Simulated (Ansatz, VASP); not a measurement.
**YCrI5 in VASP and in Ansatz**

Contents of INCAR:

```
SYSTEM = YCrI5
  ALGO = Normal
  EDIFF = 1E-6
  ENCUT = 520
  GGA = PE
  ISIF = 2
  ISMEAR = 0
  ISPIN = 2
  LASPH = .TRUE.
  LCHARG = .FALSE.
  LMAXMIX = 4
  LORBIT = 11
  LREAL = .FALSE.
  LWAVE = .FALSE.
  MAGMOM = 0 3 0 0 0 0 0
  NBANDS = 42
  NELM = 150
  PREC = Accurate
  SIGMA = 0.1
```

File KPOINTS:

```
k-points
0
G
  4 4 2
  0 0 0
```

File POSCAR:

```
YCrI5
1.0
    5.4135708400      0.0000000000      0.0000000000
    0.0000000000      5.4135708400      0.0000000000
    0.0000000000      0.0000000000      8.6524831500
Y Cr I
1 1 5
Direct
    0.0000000000      0.0000000000      0.0000000000
    0.0000000000      0.0000000000      0.5000000000
    0.5000000000      0.0000000000      0.6961625800
    0.0000000000      0.5000000000      0.6961625800
    0.5000000000      0.5000000000      0.0000000000
    0.0000000000      0.5000000000      0.3038374200
    0.5000000000      0.0000000000      0.3038374200
```

Input for Ansatz:

```yaml
crystal:
  lattice:
    - [5.41357084, 0.0, 0.0]
    - [0.0, 5.41357084, 0.0]
    - [0.0, 0.0, 8.65248315]
  atoms:
    - { symbol: "Y", position: [0.0, 0.0, 0.0] }
    - { symbol: Cr, position: [0.0, 0.0, 0.5], spin: 3.0 }
    - { symbol: I, position: [0.5, 0.0, 0.69616258] }
    - { symbol: I, position: [0.0, 0.5, 0.69616258] }
    - { symbol: I, position: [0.5, 0.5, 0.0] }
    - { symbol: I, position: [0.0, 0.5, 0.30383742] }
    - { symbol: I, position: [0.5, 0.0, 0.30383742] }
basis:
  ecutwfc: 420
kpoints:
  mp_grid: { grid: [4, 4, 2] }
hamiltonian:
  xc: pbe
scf:
  occupations: { method: gaussian, width: 0.1 }
  lower_state_search: "off"
output:
  forces: true
  stress: true
  eigenvalues: true
  populations: true
magnetization:
  spin_polarized: true
```

Change from the starting cell: species swapped into the CeIn5Ir type (P4/mmm, No. 123).

Alike in both runs: task single point; functional PBE; k mesh 4 × 4 × 2; occupations gaussian, width 0.1 eV; collinear spin.

```csv
,VASP,Ansatz
version,VASP 6.6.1,Ansatz 0.2.0
potentials or method,"VASP PAW PBE potentials, release 64 (Y_sv, Cr_pv, I), cutoff 520 eV","scalar-relativistic, plane waves, PAW"
valence electrons in the cell,58,110
```

|  | VASP | Ansatz | Ansatz less VASP |
| --- | --- | --- | --- |
| gap on the k mesh at the Fermi level (eV) | none | none | - |
| pressure (GPa) | -2.1 | -2.1 | +0.02 |
| traceless stress, the component that is largest in VASP (GPa) | 2.22 | 2.22 | +0.008 |
| rms of the force components (eV/Å) | 0.266 | 0.266 | +0.0003 |
| net moment per atom (μB) | 0.61 | 0.61 | +0.001 |
| size of the moment on the site where the two differ most (μB) | 3.97 | 4.14 | +0.164 |

Site moments also hang on the region over which each program counts them. Atom by atom the forces differ by 0.000 eV/Å (rms over components). A gap of «none» marks a metal or a gap that the smearing closes. The functional is the same, so the differences come from potentials, cutoffs and numerics. VASP's potentials hold 58 valence electrons a cell and Ansatz's 110, so a difference there can come from the potentials and not from the codes.

The k mesh is coarse, so the values compare programs but aren't converged. Spin-orbit coupling is off throughout.
